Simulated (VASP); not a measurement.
# C in VASP: a series of runs

Aim: see how the results for C move with the level of theory and the settings. Levels: LDA, PBE+D3(BJ). Tasks: single point.

All numbers are computed with VASP 6.6.1; they aren't measurements. Logs are shortened: lines on timing, memory, paths and dates and some standing lists are left out, and cuts for length are marked.

**1. The cell of the first run**

The cell holds a slab with vacuum, 2 atoms: a = 2.445 Å, b = 2.445 Å, c = 26.000 Å, α = 90.00°, β = 90.00°, γ = 120.00°.

**2. Single point, LDA**

INCAR reads:

```
  PREC = Accurate
  ENCUT = 520
  EDIFF = 1E-7
  ISMEAR = 0
  SIGMA = 0.1
  LREAL = False
  LASPH = True
  NELM = 80
  ALGO = Normal
  ISIF = 2
  LWAVE = False
  LCHARG = True
  LDIPOL = True
  IDIPOL = 3
  DIPOL = 0.5 0.5 0.500
  LELF = True
  LVHAR = True
  LVACPOTAV = True
  NBANDS = 11
```

KPOINTS reads:

```
Automatic mesh
0
Gamma
  21 21 1
```

POSCAR reads:

```
C
1.0
    2.4447090197      0.0000000000      0.0000000000
   -1.2223545098      2.1171801159      0.0000000000
    0.0000000000      0.0000000000     26.0000000000
C
2
Direct
    0.0000000000      0.0000000000      0.5000000000
    0.6666666667      0.3333333333      0.5000000000
```

Potentials or basis: VASP PAW LDA potentials, release 64 (C).

Started as:

```bash
> cat potpaw_LDA.64/C/POTCAR > POTCAR
> mpirun -np 1 vasp_std > vasp.out
```

OUTCAR:

```text
PREC = Accurate
   ENCUT = 520
   EDIFF = 1E-7
   ISMEAR = 0
   LREAL = False
   LASPH = True
   NELM = 80
   ISIF = 2

 ion  position               nearest neighbor table
   1  0.000  0.000  0.500-   2 1.41   2 1.41   2 1.41
   2  0.667  0.333  0.500-   1 1.41   1 1.41   1 1.41

  LATTYP: Found a hexagonal cell.
 ALAT       =     2.4447090197
 C/A-ratio  =    10.6352125306

  Lattice vectors:

 A1 = (   2.4447090197,   0.0000000000,   0.0000000000)
 A2 = (  -1.2223545098,   2.1171801159,   0.0000000000)
 A3 = (   0.0000000000,   0.0000000000,  26.0000000000)

Analysis of symmetry for initial positions (statically):
=====================================================================
 Subroutine PRICEL returns:
 Original cell was already a primitive cell.

 Routine SETGRP: Setting up the symmetry group for a
 hexagonal supercell.

 Subroutine GETGRP returns: Found 24 space group operations
 (whereof 12 operations were pure point group operations)
 out of a pool of 24 trial point group operations.

The static configuration has the point symmetry D_3h.
 The point group associated with its full space group is D_6h.

Analysis of symmetry for dynamics (positions and initial velocities):
=====================================================================
 Subroutine PRICEL returns:
 Original cell was already a primitive cell.

 Routine SETGRP: Setting up the symmetry group for a
 hexagonal supercell.

 Subroutine GETGRP returns: Found 24 space group operations
 (whereof 12 operations were pure point group operations)
 out of a pool of 24 trial point group operations.

The dynamic configuration has the point symmetry D_3h.
 The point group associated with its full space group is D_6h.

 Subroutine INISYM returns: Found 24 space group operations
 (whereof 12 operations are pure point group operations),
 and found     1 'primitive' translations

----------------------------------------------------------------------------------------

                                     Primitive cell

  volume of cell :     134.5731

  direct lattice vectors                    reciprocal lattice vectors
     2.444709020  0.000000000  0.000000000     0.409046636  0.236163185  0.000000000
    -1.222354510  2.117180116  0.000000000     0.000000000  0.472326371  0.000000000
     0.000000000  0.000000000 26.000000000     0.000000000  0.000000000  0.038461538

  length of vectors
     2.444709020  2.444709020 26.000000000     0.472326371  0.472326371  0.038461538

  position of ions in fractional coordinates (direct lattice)
     0.000000000  0.000000000  0.500000000
     0.666666667  0.333333333  0.500000000

  ion indices of the primitive-cell ions
   primitive index   ion index
                 1           1
                 2           2

----------------------------------------------------------------------------------------

 KPOINTS: Automatic mesh

Automatic generation of k-mesh.
 Grid dimensions read from file:
 generate k-points for:   21   21    1

 Generating k-lattice:

  Cartesian coordinates                     Fractional coordinates (reciprocal lattice)
     0.019478411  0.011245866  0.000000000     0.047619048  0.000000000  0.000000000
     0.000000000  0.022491732  0.000000000     0.000000000  0.047619048  0.000000000
     0.000000000  0.000000000  0.038461538     0.000000000  0.000000000  1.000000000

  Length of vectors
     0.022491732  0.022491732  0.038461538

  Shift w.r.t. Gamma in fractional coordinates (k-lattice)
     0.000000000  0.000000000  0.000000000

 Subroutine IBZKPT returns following result:
 ===========================================

 Found     48 irreducible k-points:

 Following reciprocal coordinates:
            Coordinates               Weight
  0.000000  0.000000  0.000000      1.000000
  0.047619  0.000000  0.000000      6.000000
  0.095238  0.000000  0.000000      6.000000
  0.142857  0.000000  0.000000      6.000000
  0.190476  0.000000  0.000000      6.000000
  0.238095  0.000000  0.000000      6.000000
[... 16 lines left out ...]
  0.142857  0.095238  0.000000     12.000000
  0.190476  0.095238  0.000000     12.000000
 [... further k-points ...]
   k-points           NKPTS =     48   k-points in BZ     NKDIM =     48   number of bands    NBANDS=     11
   number of dos      NEDOS =    301   number of ions     NIONS =      2
   total plane-waves  NPLWV =  63504
   dimension x,y,z NGX =    18 NGY =   18 NGZ =  196
   dimension x,y,z NGXF=    36 NGYF=   36 NGZF=  392
   ions per type =               2
   NGX,Y,Z   is equivalent  to a cutoff of  12.24, 12.24, 12.53 a.u.
   NGXF,Y,Z  is equivalent  to a cutoff of  24.48, 24.48, 25.06 a.u.
 SYSTEM =  unknown system
   PREC   = accura    normal or accurate (medium, high low for compatibility)
   ISTART =      0    job   : 0-new  1-cont  2-samecut
   ICHARG =      2    charge: 1-file 2-atom 10-const
   ISPIN  =      1    spin polarized calculation?
   LNONCOLLINEAR =      F non collinear calculations
   LSORBIT =      F    spin-orbit coupling
   LASPH  =      T    aspherical Exc in radial PAW
   ENCUT  =  520.0 eV  38.22 Ry    6.18 a.u.   4.55  4.55 48.34*2*pi/ulx,y,z
   NELM   =     80;   NELMIN=  2; NELMDL= -5     # of ELM steps
   EDIFF  = 0.1E-06   stopping-criterion for ELM
   LREAL  =      F    real-space projection
   EDIFFG = 0.1E-05   stopping-criterion for IOM
   NSW    =      0    number of steps for IOM
   IBRION =     -1    ionic relax: 0-MD 1-quasi-New 2-CG
   NFREE  =      0    steps in history (QN), initial steepest desc. (CG)
   ISIF   =      2    stress and relaxation
   ISYM   =      2    0-nonsym 1-usesym 2-fastsym
   POTIM  = 0.5000    time-step for ionic-motion
   TEBEG  =    0.0;   TEEND  =   0.0 temperature during run
   PSTRESS=    0.0 pullay stress
   NELECT =       8.0000    total number of electrons
   NUPDOWN=      -1.0000    fix difference up-down
   EMIN   =  10.00;   EMAX   =-10.00  energy-range for DOS
   EFERMI =   0.00;   METHOD = LEGACY
   ISMEAR =     0;   SIGMA  =   0.10  broadening in eV -4-tet -1-fermi 0-gaus
   EFERMI_NEDOS =   21; number of points for ismear=-14 and -15
   IALGO  =     38    algorithm
   IMIX   =      4    mixing-type and parameters
     AMIX     =   0.40;   BMIX     =  1.00
     AMIX_MAG =   1.60;   BMIX_MAG =  1.00
  volume/ion in A,a.u.               =      67.29       454.07
  Fermi-wavevector in a.u.,A,eV,Ry     =   0.638928  1.207399  5.554296  0.408229
  Thomas-Fermi vector in A             =   1.704433
   LORBIT       =      0    0 simple, 1 ext, 2 COOP (PROOUT), +10 PAW based schemes
   GGA     = CA    functional components
   LHFCALC =     F    Hartree Fock is set to
   AEXX    =    0.0000 exact exchange contribution
   IVDW    =     0    specifies the selected vdW correction
   LEPSILON=     F    determine dielectric tensor
   LRPA    =     F    only Hartree local field effects (RPA)
 non-spin polarized calculation
 Gauss-broadening in eV      SIGMA  =   0.10
  energy-cutoff  :      520.00
  volume of cell :      134.57
 maximum number of plane-waves:      3682
   NGX =  9   NGY =  9   NGZ = 97

 number of electron       7.9999997 magnetization

 dipolmoment           0.000000      0.000000     -0.000000 electrons x Angstroem

 Free energy of the ion-electron system (eV)
  ---------------------------------------------------
  ext. energy  EPLUGINS =         0.00000000
  ---------------------------------------------------
  free energy    TOTEN  =       -20.17551888 eV

  energy without entropy =      -20.17500714  energy(sigma->0) =      -20.17526301

 E-fermi :  -3.2842     XC(G=0):  -1.7107

 val. band max:       -3.2842031887   @ k =   0.3333   0.3333   0.0000
 cond. band min:      -3.2842031857   @ k =   0.3333   0.3333   0.0000
 fundamental gap:      0.0000000030
 Fermi energy:        -3.2842031879

 k-point     1 :       0.0000    0.0000    0.0000
  band No.  band energies     occupation
      1     -22.7905      2.00000
      2     -11.1002      2.00000
      3      -6.3122      2.00000
      4      -6.3122      2.00000
      5       0.0459      0.00000
      6       0.9911      0.00000
      7       1.2594      0.00000
      8       1.7190      0.00000
      9       1.9783      0.00000
     10       2.8908      0.00000
     11       3.2704      0.00000

 k-point     2 :       0.0476    0.0000    0.0000
  band No.  band energies     occupation
      1     -22.7364      2.00000
      2     -11.0346      2.00000
      3      -6.5285      2.00000
      4      -6.4311      2.00000
      5       0.1193      0.00000
      6       1.0660      0.00000
      7       1.3354      0.00000
      8       1.7945      0.00000
      9       2.0539      0.00000
     10       2.9660      0.00000
     11       3.3454      0.00000

 k-point     3 :       0.0952    0.0000    0.0000
  band No.  band energies     occupation
      1     -22.5744      2.00000
      2     -10.8385      2.00000
      3      -7.1373      2.00000
      4      -6.7562      2.00000
      5       0.3395      0.00000
      6       1.2904      0.00000
      7       1.5634      0.00000
      8       2.0211      0.00000
      9       2.2806      0.00000
     10       3.1913      0.00000
     11       3.5701      0.00000
[... 267 lines left out ...]
 k-point    23 :       0.1429    0.0952    0.0000
  band No.  band energies     occupation
      1     -21.7686      2.00000
      2      -9.8706      2.00000
      3      -9.3089      2.00000
      4      -8.2601      2.00000
      5       1.4411      0.00000
      6       2.4090      0.00000
      7       2.7036      0.00000
      8       3.1522      0.00000
      9       3.4146      0.00000
     10       4.3150      0.00000
     11       4.6948      0.00000

 k-point    24 :       0.1905    0.0952    0.0000
  band No.  band energies     occupation
      1     -21.2888      2.00000
      2     -10.4022      2.00000
      3      -9.3016      2.00000
      4      -8.8416      2.00000
      5       2.1009      0.00000
      6       3.0715      0.00000
      7       3.3877      0.00000
      8       3.8219      0.00000
      9       4.0946      0.00000
     10       4.1441      0.00000
     11       4.9929      0.00000

 [... further k-points ...]

------------------------ aborting loop because EDIFF is reached ----------------------------------------

 vacuum level on the upper side and lower side of the slab       (xc-potential included)        -0.070        -0.070

  FORCE on cell =-STRESS in cart. coord.  units (eV):
  Direction    XX          YY          ZZ          XY          YZ          ZX
  --------------------------------------------------------------------------------------
  -------------------------------------------------------------------------------------
  Total        0.1363803      0.1363803     -0.0139427      0.0000000      0.0000000      0.0000000
  in kB        1.6236925      1.6236925     -0.1659964      0.0000000      0.0000000      0.0000000
  external PRESSURE =       1.0271295 kB  Pullay stress =       0.0000000 kB

 VOLUME and BASIS-vectors are now :
 -----------------------------------------------------------------------------
  energy-cutoff  :      520.00
  volume of cell :      134.57
      direct lattice vectors                 reciprocal lattice vectors
     2.444709020  0.000000000  0.000000000     0.409046636  0.236163185  0.000000000
    -1.222354510  2.117180116  0.000000000     0.000000000  0.472326371  0.000000000
     0.000000000  0.000000000 26.000000000     0.000000000  0.000000000  0.038461538

 POSITION                                       TOTAL-FORCE (eV/Angst)
 -----------------------------------------------------------------------------------
      0.00000      0.00000     13.00000         0.000000     -0.000000      0.000000
      1.22235      0.70573     13.00000        -0.000000      0.000000      0.000000
 -----------------------------------------------------------------------------------
    total drift:                               -0.000000      0.000000      0.000000

  FREE ENERGIE OF THE ION-ELECTRON SYSTEM (eV)
  ---------------------------------------------------
  free  energy   TOTEN  =       -20.1755188797 eV

  energy  without entropy=      -20.1750071432  energy(sigma->0) =      -20.17526301

 vacuum level on the upper side and lower side of the slab         1.195         1.195
```

Wall time 68 s (1 thread of Intel Xeon 6975P-C (Granite Rapids), shared host); peak memory 0.21 GiB.

Results:

* Free energy: -20.1755 eV
* Band gap on the k mesh: zero (filled and empty bands touch)
* Work function of the upper face: 4.48 eV
* Work function of the lower face: 4.48 eV

[end of part 1 of 3]
